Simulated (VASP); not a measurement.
# ZnPdC4N4 (P4/mmm) in VASP: notebook

The runs below take ZnPdC4N4 through single point, with PBE.

Program: VASP 6.6.1. These are calculated values, not measurements. Logs are shortened: lines on timing, memory, paths and dates and some standing lists are left out, and cuts for length are marked.

## Step 1: The cell of the first run

Symmetry: P4/mmm, No. 123, tetragonal system. Conventional cell: a = 7.234 Å, b = 7.234 Å, c = 3.690 Å, α = 90.00°, β = 90.00°, γ = 90.00°. Zn (site symmetry 4/mmm) has 4 N at 2.01 Å within 2.7 Å. Within 2.6 Å of Pd (site symmetry 4/mmm) lie 4 C at 1.94 Å. Within 1.6 Å of C (site symmetry m2m) lie 1 N at 1.17 Å. N (site symmetry m2m) has 1 C at 1.17 Å within 1.6 Å.

## Step 2: Single point, PBE

File INCAR:

```
SYSTEM = ZnPdC4N4
PREC     = Accurate       ! precision mode
ENCUT    = 520            ! plane-wave cutoff, eV
EDIFF    = 1E-6           ! SCF threshold, eV
ISMEAR   = 0              ! smearing method
SIGMA    = 0.1            ! smearing width, eV
LREAL    = .FALSE.        ! projectors in reciprocal space
LASPH    = .TRUE.         ! aspherical terms in the spheres
NELM     = 60             ! most SCF steps
ALGO     = Normal         ! electronic algorithm
ISIF     = 2              ! what is computed and relaxed
LWAVE    = .FALSE.        ! write WAVECAR
LCHARG   = .FALSE.        ! write CHGCAR
GGA      = PE             ! functional
NBANDS   = 40             ! bands
```

File KPOINTS:

```
regular mesh
0
G
  4 4 6
  0 0 0
```

File POSCAR:

```
ZnPdC4N4
1.0
    7.2344094800      0.0000000000      0.0000000000
    0.0000000000      7.2344094800      0.0000000000
    0.0000000000      0.0000000000      3.6896310100
Zn Pd C N
1 1 4 4
Direct
    0.5000000000      0.5000000000      0.0000000000
    0.0000000000      0.0000000000      0.0000000000
    0.1894243000      0.8105757000      0.0000000000
    0.8105757000      0.1894243000      0.0000000000
    0.1894243000      0.1894243000      0.0000000000
    0.8105757000      0.8105757000      0.0000000000
    0.3037826200      0.6962173800      0.0000000000
    0.6962173800      0.3037826200      0.0000000000
    0.3037826200      0.3037826200      0.0000000000
    0.6962173800      0.6962173800      0.0000000000
```

Potentials or basis: VASP PAW PBE potentials, release 64 (Zn, Pd, C, N).

Launch:

```sh
cat potpaw_PBE.64/Zn/POTCAR potpaw_PBE.64/Pd/POTCAR potpaw_PBE.64/C/POTCAR potpaw_PBE.64/N/POTCAR > POTCAR
mpirun -np 1 vasp_std > vasp.out
```

OUTCAR:

```text
SYSTEM = ZnPdC4N4
   PREC = Accurate
   ENCUT = 520
   EDIFF = 1E-6
   ISMEAR = 0
   LREAL = .FALSE.
   LASPH = .TRUE.
   NELM = 60
   ISIF = 2
   GGA = PE

 ion  position               nearest neighbor table
   1  0.500  0.500  0.000-   7 2.01   8 2.01   9 2.01  10 2.01
   2  0.000  0.000  0.000-   3 1.94   4 1.94   5 1.94   6 1.94
   3  0.189  0.811  0.000-   7 1.17   2 1.94
   4  0.811  0.189  0.000-   8 1.17   2 1.94
   5  0.189  0.189  0.000-   9 1.17   2 1.94
   6  0.811  0.811  0.000-  10 1.17   2 1.94
   7  0.304  0.696  0.000-   3 1.17   1 2.01
   8  0.696  0.304  0.000-   4 1.17   1 2.01
   9  0.304  0.304  0.000-   5 1.17   1 2.01
  10  0.696  0.696  0.000-   6 1.17   1 2.01

  LATTYP: Found a simple tetragonal cell.
 ALAT       =     7.2344094800
 C/A-ratio  =     0.5100113589

  Lattice vectors:

 A1 = (   7.2344094800,   0.0000000000,   0.0000000000)
 A2 = (   0.0000000000,   7.2344094800,   0.0000000000)
 A3 = (   0.0000000000,   0.0000000000,   3.6896310100)

Analysis of symmetry for initial positions (statically):
=====================================================================
 Subroutine PRICEL returns:
 Original cell was already a primitive cell.

 Routine SETGRP: Setting up the symmetry group for a
 simple tetragonal supercell.

 Subroutine GETGRP returns: Found 16 space group operations
 (whereof 16 operations were pure point group operations)
 out of a pool of 16 trial point group operations.

The static configuration has the point symmetry D_4h.

Analysis of symmetry for dynamics (positions and initial velocities):
=====================================================================
 Subroutine PRICEL returns:
 Original cell was already a primitive cell.

 Routine SETGRP: Setting up the symmetry group for a
 simple tetragonal supercell.

 Subroutine GETGRP returns: Found 16 space group operations
 (whereof 16 operations were pure point group operations)
 out of a pool of 16 trial point group operations.

The dynamic configuration has the point symmetry D_4h.

 Subroutine INISYM returns: Found 16 space group operations
 (whereof 16 operations are pure point group operations),
 and found     1 'primitive' translations

----------------------------------------------------------------------------------------

                                     Primitive cell

  volume of cell :     193.1030

  direct lattice vectors                    reciprocal lattice vectors
     7.234409480  0.000000000  0.000000000     0.138228283  0.000000000  0.000000000
     0.000000000  7.234409480  0.000000000     0.000000000  0.138228283  0.000000000
     0.000000000  0.000000000  3.689631010     0.000000000  0.000000000  0.271029812

  length of vectors
     7.234409480  7.234409480  3.689631010     0.138228283  0.138228283  0.271029812

  position of ions in fractional coordinates (direct lattice)
     0.500000000  0.500000000  0.000000000
     0.000000000  0.000000000  0.000000000
     0.189424300  0.810575700  0.000000000
     0.810575700  0.189424300  0.000000000
     0.189424300  0.189424300  0.000000000
     0.810575700  0.810575700  0.000000000
     0.303782620  0.696217380  0.000000000
     0.696217380  0.303782620  0.000000000
     0.303782620  0.303782620  0.000000000
     0.696217380  0.696217380  0.000000000

  ion indices of the primitive-cell ions
   primitive index   ion index
                 1           1
                 2           2
                 3           3
                 4           4
                 5           5
                 6           6
                 7           7
                 8           8
                 9           9
                10          10

----------------------------------------------------------------------------------------

 KPOINTS: regular mesh

Automatic generation of k-mesh.
 Grid dimensions read from file:
 generate k-points for:    4    4    6

 Generating k-lattice:

  Cartesian coordinates                     Fractional coordinates (reciprocal lattice)
     0.034557071  0.000000000  0.000000000     0.250000000  0.000000000  0.000000000
     0.000000000  0.034557071  0.000000000     0.000000000  0.250000000  0.000000000
     0.000000000  0.000000000  0.045171635     0.000000000  0.000000000  0.166666667

  Length of vectors
     0.034557071  0.034557071  0.045171635

  Shift w.r.t. Gamma in fractional coordinates (k-lattice)
     0.000000000  0.000000000  0.000000000

 Subroutine IBZKPT returns following result:
 ===========================================

 Found     24 irreducible k-points:

 Following reciprocal coordinates:
            Coordinates               Weight
  0.000000  0.000000  0.000000      1.000000
  0.250000  0.000000  0.000000      4.000000
  0.500000  0.000000  0.000000      2.000000
  0.250000  0.250000  0.000000      4.000000
  0.500000  0.250000  0.000000      4.000000
  0.500000  0.500000  0.000000      1.000000
[... 16 lines left out ...]
  0.500000  0.250000  0.500000      4.000000
  0.500000  0.500000  0.500000      1.000000
   k-points           NKPTS =     24   k-points in BZ     NKDIM =     24   number of bands    NBANDS=     40
   number of dos      NEDOS =    301   number of ions     NIONS =     10
   total plane-waves  NPLWV =  81648
   dimension x,y,z NGX =    54 NGY =   54 NGZ =   28
   dimension x,y,z NGXF=   108 NGYF=  108 NGZF=   56
   ions per type =               1   1   4   4
   NGX,Y,Z   is equivalent  to a cutoff of  12.41, 12.41, 12.62 a.u.
   NGXF,Y,Z  is equivalent  to a cutoff of  24.82, 24.82, 25.23 a.u.
 SYSTEM =  ZnPdC4N4
   PREC   = accura    normal or accurate (medium, high low for compatibility)
   ISTART =      0    job   : 0-new  1-cont  2-samecut
   ICHARG =      2    charge: 1-file 2-atom 10-const
   ISPIN  =      1    spin polarized calculation?
   LNONCOLLINEAR =      F non collinear calculations
   LSORBIT =      F    spin-orbit coupling
   LASPH  =      T    aspherical Exc in radial PAW
   ENCUT  =  520.0 eV  38.22 Ry    6.18 a.u.  13.45 13.45  6.86*2*pi/ulx,y,z
   NELM   =     60;   NELMIN=  2; NELMDL= -5     # of ELM steps
   EDIFF  = 0.1E-05   stopping-criterion for ELM
   LREAL  =      F    real-space projection
   EDIFFG = 0.1E-04   stopping-criterion for IOM
   NSW    =      0    number of steps for IOM
   IBRION =     -1    ionic relax: 0-MD 1-quasi-New 2-CG
   NFREE  =      0    steps in history (QN), initial steepest desc. (CG)
   ISIF   =      2    stress and relaxation
   ISYM   =      2    0-nonsym 1-usesym 2-fastsym
   POTIM  = 0.5000    time-step for ionic-motion
   TEBEG  =    0.0;   TEEND  =   0.0 temperature during run
   PSTRESS=    0.0 pullay stress
   NELECT =      58.0000    total number of electrons
   NUPDOWN=      -1.0000    fix difference up-down
   EMIN   =  10.00;   EMAX   =-10.00  energy-range for DOS
   EFERMI =   0.00;   METHOD = LEGACY
   ISMEAR =     0;   SIGMA  =   0.10  broadening in eV -4-tet -1-fermi 0-gaus
   EFERMI_NEDOS =   21; number of points for ismear=-14 and -15
   IALGO  =     38    algorithm
   IMIX   =      4    mixing-type and parameters
     AMIX     =   0.40;   BMIX     =  1.00
     AMIX_MAG =   1.60;   BMIX_MAG =  1.00
  volume/ion in A,a.u.               =      19.31       130.31
  Fermi-wavevector in a.u.,A,eV,Ry     =   1.096363  2.071826 16.354370  1.202012
  Thomas-Fermi vector in A             =   2.232704
   LORBIT       =      0    0 simple, 1 ext, 2 COOP (PROOUT), +10 PAW based schemes
   GGA     = PE    functional components
   LHFCALC =     F    Hartree Fock is set to
   AEXX    =    0.0000 exact exchange contribution
   IVDW    =     0    specifies the selected vdW correction
   LEPSILON=     F    determine dielectric tensor
   LRPA    =     F    only Hartree local field effects (RPA)
 non-spin polarized calculation
 Gauss-broadening in eV      SIGMA  =   0.10
  energy-cutoff  :      520.00
  volume of cell :      193.10
 maximum number of plane-waves:      5240
 NGX is ok and might be reduce to    54
   NGX = 27   NGY = 27   NGZ = 13

 number of electron      58.0000018 magnetization

 Free energy of the ion-electron system (eV)
  ---------------------------------------------------
  ext. energy  EPLUGINS =         0.00000000
  ---------------------------------------------------
  free energy    TOTEN  =       -73.41841674 eV

  energy without entropy =      -73.41841674  energy(sigma->0) =      -73.41841674

 E-fermi :  -1.1358     XC(G=0):  -7.4401

 val. band max:       -1.6168322902   @ k =   0.5000   0.5000   0.5000
 cond. band min:       0.1782783491   @ k =   0.0000   0.0000   0.5000
 fundamental gap:      1.7951106393
 Fermi energy:        -1.1358409204

 k-point     1 :       0.0000    0.0000    0.0000
  band No.  band energies     occupation
      1     -18.3715      2.00000
      2     -18.1908      2.00000
      3     -18.1908      2.00000
      4     -18.0991      2.00000
      5      -9.9622      2.00000
      6      -9.0363      2.00000
[... 32 lines left out ...]
     39       5.1370      0.00000
     40       6.2288      0.00000

 k-point     2 :       0.2500    0.0000    0.0000
  band No.  band energies     occupation
      1     -18.3508      2.00000
      2     -18.2134      2.00000
      3     -18.1812      2.00000
      4     -18.1091      2.00000
      5      -9.8040      2.00000
      6      -8.9787      2.00000
[... 32 lines left out ...]
     39       5.2550      0.00000
     40       5.8711      0.00000

 k-point     3 :       0.5000    0.0000    0.0000
  band No.  band energies     occupation
      1     -18.3188      2.00000
      2     -18.2473      2.00000
      3     -18.1677      2.00000
      4     -18.1230      2.00000
      5      -9.4203      2.00000
      6      -9.2769      2.00000
[... 32 lines left out ...]
     39       5.3919      0.00000
     40       5.6718      0.00000

 k-point     4 :       0.2500    0.2500    0.0000
  band No.  band energies     occupation
      1     -18.3332      2.00000
      2     -18.2093      2.00000
      3     -18.1920      2.00000
      4     -18.1220      2.00000
      5      -9.7178      2.00000
      6      -9.0770      2.00000
[... 32 lines left out ...]
     39       5.3630      0.00000
     40       5.5751      0.00000
[... 772 lines left out ...]
     39       5.7006      0.00000
     40       5.7852      0.00000

 k-point    23 :       0.5000    0.2500    0.5000
  band No.  band energies     occupation
      1     -18.2441      2.00000
      2     -18.1684      2.00000
      3     -18.1218      2.00000
      4     -18.0857      2.00000
      5      -9.4385      2.00000
      6      -9.1941      2.00000
[... 32 lines left out ...]
     39       5.7162      0.00000
     40       5.8933      0.00000

 k-point    24 :       0.5000    0.5000    0.5000
  band No.  band energies     occupation
      1     -18.2323      2.00000
      2     -18.1343      2.00000
      3     -18.1343      2.00000
      4     -18.1206      2.00000
      5      -9.5297      2.00000
      6      -9.2538      2.00000
[... 32 lines left out ...]
     39       5.8733      0.00000
     40       6.0376      0.00000

------------------------ aborting loop because EDIFF is reached ----------------------------------------

  FORCE on cell =-STRESS in cart. coord.  units (eV):
  Direction    XX          YY          ZZ          XY          YZ          ZX
  --------------------------------------------------------------------------------------
  -------------------------------------------------------------------------------------
  Total        3.6770998      3.6770998      1.1392730      0.0000000     -0.0000000      0.0000000
  in kB       30.5089239     30.5089239      9.4525563      0.0000000     -0.0000000      0.0000000
  external PRESSURE =      23.4901347 kB  Pullay stress =       0.0000000 kB

 VOLUME and BASIS-vectors are now :
 -----------------------------------------------------------------------------
  energy-cutoff  :      520.00
  volume of cell :      193.10
      direct lattice vectors                 reciprocal lattice vectors
     7.234409480  0.000000000  0.000000000     0.138228283  0.000000000  0.000000000
     0.000000000  7.234409480  0.000000000     0.000000000  0.138228283  0.000000000
     0.000000000  0.000000000  3.689631010     0.000000000  0.000000000  0.271029812

 POSITION                                       TOTAL-FORCE (eV/Angst)
 -----------------------------------------------------------------------------------
      3.61720      3.61720      0.00000         0.000000     -0.000000      0.000000
      0.00000      0.00000      0.00000         0.000000     -0.000000      0.000000
      1.37037      5.86404      0.00000         0.742272     -0.742272      0.000000
      5.86404      1.37037      0.00000        -0.742272      0.742272     -0.000000
      1.37037      1.37037      0.00000         0.742272      0.742272     -0.000000
      5.86404      5.86404      0.00000        -0.742272     -0.742272      0.000000
      2.19769      5.03672      0.00000        -0.279475      0.279475      0.000000
      5.03672      2.19769      0.00000         0.279475     -0.279475     -0.000000
      2.19769      2.19769      0.00000        -0.279475     -0.279475     -0.000000
      5.03672      5.03672      0.00000         0.279475      0.279475      0.000000
 -----------------------------------------------------------------------------------
    total drift:                               -0.000000      0.000000      0.000000

  FREE ENERGIE OF THE ION-ELECTRON SYSTEM (eV)
  ---------------------------------------------------
  free  energy   TOTEN  =       -73.4184167352 eV

  energy  without entropy=      -73.4184167352  energy(sigma->0) =      -73.41841674
```

Run time: 4.4 min. Hardware: 1 thread of Intel Xeon Platinum 8259CL at 2.50GHz (Skylake/Cascade Lake), shared host; peak memory 0.39 GiB.

What came out:

| Item | Value |
| --- | --- |
| Free energy | -73.4184 eV |
| Pressure | 2.3 GPa |
| Largest force | 1.050 eV/Å |
| Band gap on the k mesh | 1.80 eV (least direct gap 1.94 eV) |

Forces in eV/Å, atoms in the order of the input:
```
Zn   0.000  0.000  0.000
Pd   0.000  0.000  0.000
C    0.742 -0.742  0.000
C   -0.742  0.742  0.000
C    0.742  0.742  0.000
C   -0.742 -0.742  0.000
N   -0.279  0.279  0.000
N    0.279 -0.279  0.000
N   -0.279 -0.279  0.000
N    0.279  0.279  0.000
```

Caveat: forces of over 1 eV/Å act on the atoms, so gaps and moduli don't describe the material at rest.

## Step 3: Single point, PBE

This run uses another cell than the first one, of 25.54 Å³/atom.

INCAR, as its differences from that of step 2:

```diff
@@ -3,5 +3,5 @@
 ENCUT    = 520            ! plane-wave cutoff, eV
-EDIFF    = 1E-6           ! SCF threshold, eV
+EDIFF    = 1E-7           ! SCF threshold, eV
 ISMEAR   = 0              ! smearing method
-SIGMA    = 0.1            ! smearing width, eV
+SIGMA    = 0.02           ! smearing width, eV
 LREAL    = .FALSE.        ! projectors in reciprocal space
```

KPOINTS is that of step 2.

File POSCAR:

```
ZnPdC4N4
1.0
    7.3191047320      0.0000000000      0.0000000000
    0.0000000000      7.3191047320      0.0000000000
    0.0000000000      0.0000000000      4.7672854192
Zn Pd C N
1 1 4 4
Direct
    0.5000000000      0.5000000000      0.0000000000
    0.0000000000      0.0000000000      0.0000000000
    0.1916488787      0.8083511213      0.0000000000
    0.8083511213      0.1916488787      0.0000000000
    0.1916488787      0.1916488787      0.0000000000
    0.8083511213      0.8083511213      0.0000000000
    0.3041900277      0.6958099723      0.0000000000
    0.6958099723      0.3041900277      0.0000000000
    0.3041900277      0.3041900277      0.0000000000
    0.6958099723      0.6958099723      0.0000000000
```

Potentials or basis: VASP PAW PBE potentials, release 64 (Zn, Pd, C, N).

Launch:

```sh
cat potpaw_PBE.64/Zn/POTCAR potpaw_PBE.64/Pd/POTCAR potpaw_PBE.64/C/POTCAR potpaw_PBE.64/N/POTCAR > POTCAR
mpirun -np 1 vasp_std > vasp.out
```

It took 7.2 min on 1 thread of Intel Xeon Platinum 8259CL at 2.50GHz (Skylake/Cascade Lake), shared host; peak memory 0.47 GiB.

The run converged. Its results:

* Free energy: -73.6067 eV
* Pressure: 0.3 GPa
* Largest force: 0.439 eV/Å
* Band gap on the k mesh: 3.05 eV (least direct gap 3.17 eV)

Forces in eV/Å, atoms in the order of the input:
```
Zn   0.000  0.000  0.000
Pd   0.000  0.000  0.000
C   -0.310  0.310  0.000
C    0.310 -0.310  0.000
C   -0.310 -0.310  0.000
C    0.310  0.310  0.000
N    0.261 -0.261  0.000
N   -0.261  0.261  0.000
N    0.261  0.261  0.000
N   -0.261 -0.261  0.000
```

Stress tensor (GPa, compression positive):
```
 0.48  0.00  0.00
 0.00  0.48  0.00
 0.00  0.00 -0.02
```

Levels at points of the mesh, in eV from the valence-band top:
| k point | band 26 | band 27 | band 28 | band 29 | band 30 | band 31 | band 32 | band 33 |
| --- | --- | --- | --- | --- | --- | --- | --- | --- |
| (0.00, 0.00, 0.00) | -1.20 | -0.75 | -0.75 | -0.43 | 3.96 | 4.74 | 5.47 | 5.62 |
| (0.50, 0.00, 0.00) | -0.93 | -0.73 | -0.67 | -0.39 | 4.57 | 4.76 | 5.35 | 5.52 |
| (0.50, 0.50, 0.00) | -0.75 | -0.75 | -0.71 | -0.29 | 4.10 | 4.92 | 5.12 | 6.05 |
| (0.00, 0.00, 0.50) | -1.19 | -0.80 | -0.80 | -0.12 | 3.05 | 4.81 | 5.67 | 5.71 |
| (0.50, 0.00, 0.50) | -0.96 | -0.76 | -0.66 | -0.09 | 3.90 | 4.34 | 4.66 | 5.68 |
| (0.50, 0.50, 0.50) | -0.80 | -0.80 | -0.70 | 0.00 | 4.02 | 4.16 | 4.34 | 6.10 |
